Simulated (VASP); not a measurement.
# Ag (P6_3/mmc) in VASP: further runs

Ag is run at these levels: PBE; tasks: vibrations by perturbation theory.

Program: VASP 6.6.1. These are calculated values, not measurements. Logs are shortened: lines on timing, memory, paths and dates and some standing lists are left out, and cuts for length are marked.

## Step 1: The cell of the first run

The structure is hexagonal, space group P6_3/mmc (No. 194). Conventional cell: a = 2.931 Å, b = 2.931 Å, c = 4.809 Å, α = 90.00°, β = 90.00°, γ = 120.00°. Ag (site symmetry -6m2) has 12 Ag at 2.93 to 2.94 Å within 3.9 Å.

This isn't the form of Ag at room conditions, which is fcc.

## Step 2: Vibrations by perturbation theory, PBE

Contents of INCAR:

```
SYSTEM = Ag
PREC = Accurate
ENCUT = 520
EDIFF = 1E-8
ISMEAR = -1
SIGMA = 0.15
LREAL = .FALSE.
LASPH = .TRUE.
NELM = 60
ALGO = Normal
ISIF = 2
LWAVE = .FALSE.
LCHARG = .FALSE.
GGA = PE
NBANDS = 18
IBRION = 8
NSW = 1
```

Contents of KPOINTS:

```
regular mesh
0
G
  18 18 10
  0 0 0
```

Contents of POSCAR:

```
Ag
1.0
    2.9306647846      0.0000000000      0.0000000000
   -1.4653323923      2.5380301534      0.0000000000
    0.0000000000      0.0000000000      4.8093355498
Ag
2
Direct
    0.3333333333      0.6666666667      0.2500000000
    0.6666666667      0.3333333333      0.7500000000
```

Potentials or basis: VASP PAW PBE potentials, release 64 (Ag).

Started as:

```
> cat potpaw_PBE.64/Ag/POTCAR > POTCAR
> mpirun -np 1 vasp_std > vasp.out
```

OUTCAR:

```text
SYSTEM = Ag
   PREC = Accurate
   ENCUT = 520
   EDIFF = 1E-8
   ISMEAR = -1
   LREAL = .FALSE.
   LASPH = .TRUE.
   NELM = 60
   ISIF = 2
   GGA = PE
   IBRION = 8
   NSW = 1

 ion  position               nearest neighbor table
   1  0.333  0.667  0.250-   2 2.94   2 2.94   2 2.94   2 2.94   2 2.94   2 2.94
   2  0.667  0.333  0.750-   1 2.94   1 2.94   1 2.94   1 2.94   1 2.94   1 2.94

  LATTYP: Found a hexagonal cell.
 ALAT       =     2.9306647846
 C/A-ratio  =     1.6410391168

  Lattice vectors:

 A1 = (   2.9306647846,   0.0000000000,   0.0000000000)
 A2 = (  -1.4653323923,   2.5380301534,   0.0000000000)
 A3 = (   0.0000000000,   0.0000000000,   4.8093355498)

Analysis of symmetry for initial positions (statically):
=====================================================================
 Subroutine PRICEL returns:
 Original cell was already a primitive cell.

 Routine SETGRP: Setting up the symmetry group for a
 hexagonal supercell.

 Subroutine GETGRP returns: Found 24 space group operations
 (whereof 12 operations were pure point group operations)
 out of a pool of 24 trial point group operations.

The static configuration has the point symmetry D_3d.
 The point group associated with its full space group is D_6h.

Analysis of symmetry for dynamics (positions and initial velocities):
=====================================================================
 Subroutine PRICEL returns:
 Original cell was already a primitive cell.

 Routine SETGRP: Setting up the symmetry group for a
 hexagonal supercell.

 Subroutine GETGRP returns: Found 24 space group operations
 (whereof 12 operations were pure point group operations)
 out of a pool of 24 trial point group operations.

The dynamic configuration has the point symmetry D_3d.
 The point group associated with its full space group is D_6h.

 Subroutine INISYM returns: Found 24 space group operations
 (whereof 12 operations are pure point group operations),
 and found     1 'primitive' translations

----------------------------------------------------------------------------------------

                                     Primitive cell

  volume of cell :      35.7724

  direct lattice vectors                    reciprocal lattice vectors
     2.930664785  0.000000000  0.000000000     0.341219509  0.197003176  0.000000000
    -1.465332392  2.538030153  0.000000000     0.000000000  0.394006351  0.000000000
     0.000000000  0.000000000  4.809335550     0.000000000  0.000000000  0.207928931

  length of vectors
     2.930664785  2.930664785  4.809335550     0.394006351  0.394006351  0.207928931

  position of ions in fractional coordinates (direct lattice)
     0.333333333  0.666666667  0.250000000
     0.666666667  0.333333333  0.750000000

  ion indices of the primitive-cell ions
   primitive index   ion index
                 1           1
                 2           2

----------------------------------------------------------------------------------------

 KPOINTS: regular mesh

Automatic generation of k-mesh.
 Grid dimensions read from file:
 generate k-points for:   18   18   10

 Generating k-lattice:

  Cartesian coordinates                     Fractional coordinates (reciprocal lattice)
     0.018956639  0.010944621  0.000000000     0.055555556  0.000000000  0.000000000
     0.000000000  0.021889242  0.000000000     0.000000000  0.055555556  0.000000000
     0.000000000  0.000000000  0.020792893     0.000000000  0.000000000  0.100000000

  Length of vectors
[... 78 lines left out ...]
  Thomas-Fermi vector in A             =   2.515960
   LORBIT       =      0    0 simple, 1 ext, 2 COOP (PROOUT), +10 PAW based schemes
   GGA     = PE    functional components
   LHFCALC =     F    Hartree Fock is set to
   AEXX    =    0.0000 exact exchange contribution
   IVDW    =     0    specifies the selected vdW correction
   LEPSILON=     F    determine dielectric tensor
   LRPA    =     F    only Hartree local field effects (RPA)
 non-spin polarized calculation
  energy-cutoff  :      520.00
  volume of cell :       35.77
 maximum number of plane-waves:       996
 NGX is ok and might be reduce to    24
   NGX = 11   NGY = 11   NGZ = 17

--------------------------------------- Ionic step        1  -------------------------------------------

 number of electron      22.0000002 magnetization

 Free energy of the ion-electron system (eV)
  ---------------------------------------------------
  ext. energy  EPLUGINS =         0.00000000
  ---------------------------------------------------
  free energy    TOTEN  =        -5.44864478 eV

  energy without entropy =       -5.40685914  energy(sigma->0) =       -5.42775196

 E-fermi :   7.7984     XC(G=0): -11.9254

 val. band max:        7.7880551204   @ k =   0.1667   0.0556   0.2000
 cond. band min:       7.8011610352   @ k =   0.3333   0.0556   0.4000
 fundamental gap:      0.0131059147
 Fermi energy:         7.7984437186

 k-point     1 :       0.0000    0.0000    0.0000
  band No.  band energies     occupation
      1       0.3598      2.00000
      2       1.6707      2.00000
      3       3.1203      2.00000
      4       3.2258      2.00000
      5       3.2258      2.00000
      6       3.4399      2.00000
[... 481 lines left out ...]
      5       3.4398      2.00000
      6       3.6163      2.00000
[... 10 lines left out ...]
     17      18.4972      0.00000
     18      22.6510      0.00000

 [... further k-points ...]
[... 5 lines left out ...]
  --------------------------------------------------------------------------------------
  -------------------------------------------------------------------------------------
  Total       -0.0248882     -0.0248882     -0.0264701      0.0000000      0.0000000      0.0000000
  in kB       -1.1146952     -1.1146952     -1.1855471      0.0000000      0.0000000      0.0000000
  external PRESSURE =      -1.1383125 kB  Pullay stress =       0.0000000 kB

 VOLUME and BASIS-vectors are now :
 -----------------------------------------------------------------------------
  energy-cutoff  :      520.00
  volume of cell :       35.77
      direct lattice vectors                 reciprocal lattice vectors
     2.930664785  0.000000000  0.000000000     0.341219509  0.197003176  0.000000000
    -1.465332392  2.538030153  0.000000000     0.000000000  0.394006351  0.000000000
     0.000000000  0.000000000  4.809335550     0.000000000  0.000000000  0.207928931

 POSITION                                       TOTAL-FORCE (eV/Angst)
 -----------------------------------------------------------------------------------
     -0.00000      1.69202      1.20233        -0.000000     -0.000000      0.000000
      1.46533      0.84601      3.60700         0.000000      0.000000      0.000000
 -----------------------------------------------------------------------------------
    total drift:                               -0.000000      0.000000     -0.000000

  FREE ENERGIE OF THE ION-ELECTRON SYSTEM (eV)
  ---------------------------------------------------
  free  energy   TOTEN  =        -5.4486447757 eV

  energy  without entropy=       -5.4068591408  energy(sigma->0) =       -5.42775196

[... ionic steps 2 to 3 ...]

--------------------------------------- Ionic step        4  -------------------------------------------

------------------------ aborting loop because EDIFF is reached ----------------------------------------

[... ionic steps 5 to 5 ...]

--------------------------------------- Ionic step        6  -------------------------------------------

 Free energy of the ion-electron system (eV)
  ---------------------------------------------------
  ---------------------------------------------------
  free energy    TOTEN  =        -0.31493866 eV

  energy without entropy =       -0.31493866

------------------------ aborting loop because EDIFF is reached ----------------------------------------

 INTERNAL STRAIN TENSOR  FOR ION    1  DIRECTION 3   (eV/Angst):
 -----------------------------------------------------------------------------
     0.00325  0.00000  0.00000
    -0.00000  0.00325 -0.00000
    -0.00000  0.00000 -0.00076

 INTERNAL STRAIN TENSOR FOR ION    2 for displacements in x,y,z  (eV/Angst):
          X           Y           Z          XY          YZ          ZX
  --------------------------------------------------------------------------------
  x     0.00000    -0.00000     0.00000     0.99697     0.00000     0.00000
  y     0.99697    -0.99697    -0.00000    -0.00000     0.00000     0.00000
  z    -0.00000     0.00000     0.00000    -0.00000     0.00000     0.00000

 SECOND DERIVATIVES (NOT SYMMETRIZED)
 ------------------------------------
               1X          1Y          1Z          2X          2Y          2Z
  1X    -0.821502    0.000000    0.000000    0.821502    0.000000    0.000000
  1Y     0.000000   -0.821502    0.000000    0.000000    0.821502    0.000000
  1Z    -0.000000    0.000000   -4.755409    0.000000   -0.000000    4.755409
  2X     0.821502    0.000000    0.000000   -0.821502    0.000000    0.000000
  2Y     0.000000    0.821502    0.000000    0.000000   -0.821502    0.000000
  2Z     0.000000   -0.000000    4.755409   -0.000000    0.000000   -4.755409

 Eigenvectors and eigenvalues of the dynamical matrix
 ----------------------------------------------------

   1 f  =    4.642088 THz    29.167098 2PiTHz  154.843384 cm-1    19.198124 meV
             X         Y         Z           dx          dy          dz
     -0.000000  1.692020  1.202334     0.000000    0.000000    0.707107
      1.465332  0.846010  3.607002    -0.000000   -0.000000   -0.707107
[... 16 lines left out ...]
   5 f  =    0.000000 THz     0.000000 2PiTHz    0.000000 cm-1     0.000000 meV
             X         Y         Z           dx          dy          dz
     -0.000000  1.692020  1.202334     0.707107   -0.000000   -0.000000
      1.465332  0.846010  3.607002     0.707107    0.000000    0.000000

   6 f/i=    0.000000 THz     0.000000 2PiTHz    0.000002 cm-1     0.000000 meV
             X         Y         Z           dx          dy          dz
     -0.000000  1.692020  1.202334    -0.000000    0.416010    0.571783
      1.465332  0.846010  3.607002    -0.000000    0.416010    0.571783

--------------------------------------------------------------------------------------------------------

 ELASTIC MODULI CONTR FROM IONIC RELAXATION (kBar)
 Direction    XX          YY          ZZ          XY          YZ          ZX
 --------------------------------------------------------------------------------
 XX         -54.1898     54.1898      0.0000     -0.0000      0.0000      0.0000
 YY          54.1898    -54.1898     -0.0000      0.0000      0.0000      0.0000
 ZZ           0.0000     -0.0000     -0.0000      0.0000      0.0000      0.0000
 XY          -0.0000      0.0000      0.0000    -54.1898      0.0000      0.0000
 YZ           0.0000      0.0000      0.0000      0.0000      0.0000      0.0000
 ZX           0.0000      0.0000      0.0000      0.0000      0.0000      0.0000
 --------------------------------------------------------------------------------
```

It took 6.4 min on 1 thread of Intel Xeon 6975P-C (Granite Rapids), shared host; peak memory 1.1 GiB.

Results:

```
Highest phonon frequency at Γ : 155 cm⁻¹
```

Phonon frequencies in cm⁻¹ (negative: imaginary):
```
              q point      frequencies
(0.000, 0.000, 0.000)  0 0 0 64 64 155
```

## Step 3: Vibrations by perturbation theory, PBE (18.24 Å³/atom)

This run uses another cell than the first one, of 18.24 Å³/atom.

Contents of INCAR:

```
  ALGO = Normal
  EDIFF = 1E-8
  ENCUT = 520
  GGA = PE
  IBRION = 8
  ISIF = 2
  ISMEAR = -1
  LASPH = True
  LCHARG = False
  LREAL = False
  LWAVE = False
  NBANDS = 18
  NELM = 100
  NSW = 1
  PREC = Accurate
  SIGMA = 0.15
```

Contents of KPOINTS:

```
k-points
0
Gamma
  18 18 10
```

Contents of POSCAR:

```
Ag
1.0
    2.9500737263      0.0000000000      0.0000000000
   -1.4750368631      2.5548387900      0.0000000000
    0.0000000000      0.0000000000      4.8411863824
Ag
2
Direct
    0.3333333333      0.6666666667      0.2500000000
    0.6666666667      0.3333333333      0.7500000000
```

Potentials or basis: VASP PAW PBE potentials, release 64 (Ag).

Started as:

```
> cat potpaw_PBE.64/Ag/POTCAR > POTCAR
> mpirun -np 1 vasp_std > vasp.out
```

OUTCAR:

```text
EDIFF = 1E-8
   ENCUT = 520
   GGA = PE
   IBRION = 8
   ISIF = 2
   ISMEAR = -1
   LASPH = True
   LREAL = False
   NELM = 100
   NSW = 1
   PREC = Accurate

 ion  position               nearest neighbor table
   1  0.333  0.667  0.250-   2 2.96   2 2.96   2 2.96   2 2.96   2 2.96   2 2.96
   2  0.667  0.333  0.750-   1 2.96   1 2.96   1 2.96   1 2.96   1 2.96   1 2.96

  LATTYP: Found a hexagonal cell.
 ALAT       =     2.9500737263
 C/A-ratio  =     1.6410391168

  Lattice vectors:

 A1 = (   2.9500737263,   0.0000000000,   0.0000000000)
 A2 = (  -1.4750368631,   2.5548387900,   0.0000000000)
 A3 = (   0.0000000000,   0.0000000000,   4.8411863824)

Analysis of symmetry for initial positions (statically):
=====================================================================
 Subroutine PRICEL returns:
 Original cell was already a primitive cell.

 Routine SETGRP: Setting up the symmetry group for a
 hexagonal supercell.

 Subroutine GETGRP returns: Found 24 space group operations
 (whereof 12 operations were pure point group operations)
 out of a pool of 24 trial point group operations.

The static configuration has the point symmetry D_3d.
 The point group associated with its full space group is D_6h.

Analysis of symmetry for dynamics (positions and initial velocities):
=====================================================================
 Subroutine PRICEL returns:
 Original cell was already a primitive cell.

 Routine SETGRP: Setting up the symmetry group for a
 hexagonal supercell.

 Subroutine GETGRP returns: Found 24 space group operations
 (whereof 12 operations were pure point group operations)
 out of a pool of 24 trial point group operations.
[... 700 lines left out ...]

------------------------ aborting loop because EDIFF is reached ----------------------------------------

[... ionic steps 5 to 5 ...]

--------------------------------------- Ionic step        6  -------------------------------------------

 Free energy of the ion-electron system (eV)
  ---------------------------------------------------
  ---------------------------------------------------
  free energy    TOTEN  =        -0.31488826 eV

  energy without entropy =       -0.31488826

------------------------ aborting loop because EDIFF is reached ----------------------------------------

 INTERNAL STRAIN TENSOR  FOR ION    1  DIRECTION 3   (eV/Angst):
 -----------------------------------------------------------------------------
     0.00312  0.00000  0.00000
     0.00000  0.00312 -0.00000
    -0.00000 -0.00000 -0.00084

 INTERNAL STRAIN TENSOR FOR ION    2 for displacements in x,y,z  (eV/Angst):
          X           Y           Z          XY          YZ          ZX
  --------------------------------------------------------------------------------
  x     0.00000    -0.00000     0.00000     0.89611     0.00000     0.00000
  y     0.89611    -0.89611     0.00000    -0.00000     0.00000     0.00000
  z     0.00000    -0.00000     0.00000     0.00000    -0.00000    -0.00000

 SECOND DERIVATIVES (NOT SYMMETRIZED)
 ------------------------------------
               1X          1Y          1Z          2X          2Y          2Z
  1X    -0.755877   -0.000000    0.000000    0.755877    0.000000    0.000000
  1Y    -0.000000   -0.755877    0.000000    0.000000    0.755877    0.000000
  1Z     0.000000    0.000000   -4.253306    0.000000   -0.000000    4.253306
  2X     0.755877    0.000000    0.000000   -0.755877   -0.000000    0.000000
  2Y     0.000000    0.755877    0.000000   -0.000000   -0.755877    0.000000
  2Z     0.000000   -0.000000    4.253306    0.000000    0.000000   -4.253306

 Eigenvectors and eigenvalues of the dynamical matrix
 ----------------------------------------------------

   1 f  =    4.390184 THz    27.584340 2PiTHz  146.440779 cm-1    18.156334 meV
             X         Y         Z           dx          dy          dz
     -0.000000  1.703226  1.210297     0.000000   -0.000000    0.707107
      1.475037  0.851613  3.630890     0.000000   -0.000000   -0.707107
[... 11 lines left out ...]
   4 f  =    0.000000 THz     0.000000 2PiTHz    0.000001 cm-1     0.000000 meV
             X         Y         Z           dx          dy          dz
     -0.000000  1.703226  1.210297     0.252603   -0.627423    0.206233
      1.475037  0.851613  3.630890     0.252603   -0.627423    0.206233

   5 f/i=    0.000000 THz     0.000000 2PiTHz    0.000000 cm-1     0.000000 meV
             X         Y         Z           dx          dy          dz
     -0.000000  1.703226  1.210297    -0.660399   -0.237273    0.087030
      1.475037  0.851613  3.630890    -0.660399   -0.237273    0.087030

   6 f/i=    0.000000 THz     0.000001 2PiTHz    0.000003 cm-1     0.000000 meV
             X         Y         Z           dx          dy          dz
     -0.000000  1.703226  1.210297     0.008020    0.223701    0.670741
      1.475037  0.851613  3.630890     0.008020    0.223701    0.670741

--------------------------------------------------------------------------------------------------------

 ELASTIC MODULI CONTR FROM IONIC RELAXATION (kBar)
 Direction    XX          YY          ZZ          XY          YZ          ZX
 --------------------------------------------------------------------------------
 XX         -46.6479     46.6479     -0.0000     -0.0000     -0.0000     -0.0000
 YY          46.6479    -46.6479      0.0000     -0.0000     -0.0000     -0.0000
 ZZ          -0.0000      0.0000     -0.0000     -0.0000     -0.0000     -0.0000
 XY          -0.0000     -0.0000     -0.0000    -46.6479      0.0000      0.0000
 YZ          -0.0000     -0.0000     -0.0000      0.0000     -0.0000     -0.0000
 ZX          -0.0000     -0.0000     -0.0000      0.0000     -0.0000     -0.0000
 --------------------------------------------------------------------------------
```

OSZICAR:

```text
N       E                     dE             d eps       ncg     rms          rms(c)
DAV:   1     0.124132894071E+03    0.12413E+03   -0.11679E+04  7992   0.121E+03
DAV:   2    -0.389432437290E+01   -0.12803E+03   -0.12143E+03  8246   0.263E+02
DAV:   3    -0.590214223016E+01   -0.20078E+01   -0.20012E+01  9210   0.373E+01
DAV:   4    -0.590833121006E+01   -0.61890E-02   -0.61885E-02  8950   0.205E+00
[... 42 lines left out ...]
RMM:   9    -0.314888182330E+00    0.30347E-06    0.25487E-08 21276   0.703E-05    0.982E-06
RMM:  10    -0.314888199995E+00   -0.17665E-07   -0.26940E-08 20922   0.227E-05    0.345E-06
RMM:  11    -0.314888248975E+00   -0.48979E-07   -0.36725E-08 20764   0.151E-05    0.443E-07
RMM:  12    -0.314888257058E+00   -0.80839E-08   -0.17611E-08 15347   0.120E-05    0.128E-07
 Linear response finished
```

stdout:

```text
POSCAR found type information on POSCAR Ag
 POSCAR found :  1 types and       2 ions
 scaLAPACK will be used
 LDA part: xc-table for (Slater+PW92), standard interpolation
 POSCAR, INCAR and KPOINTS ok, starting setup
 FFT: planning ... GRIDC
 FFT: planning ... GRID_SOFT
 FFT: planning ... GRID
 WAVECAR not read
 entering main loop
 Linear response reoptimize wavefunctions to high precision
 Linear response DOF=           2
 Linear response progress:
 first order change of Fermi-energy  -0.34001E-05
 force on displaced ion       1 direction 1 :  -0.756   0.000   0.000
 Linear response progress:
 first order change of Fermi-energy   0.76023E-04
 force on displaced ion       1 direction 3 :   0.000   0.000  -4.253
 Linear response finished
```

It took 6.4 min on 1 thread of Intel Xeon 6975P-C (Granite Rapids), shared host; peak memory 1.2 GiB.

Results:

```
Highest phonon frequency at Γ : 146 cm⁻¹
```

Phonon frequencies in cm⁻¹ (negative: imaginary):
```
              q point      frequencies
(0.000, 0.000, 0.000)  0 0 0 62 62 146
```

Caveat: the cell stands under pressure or tension, which shifts response properties.
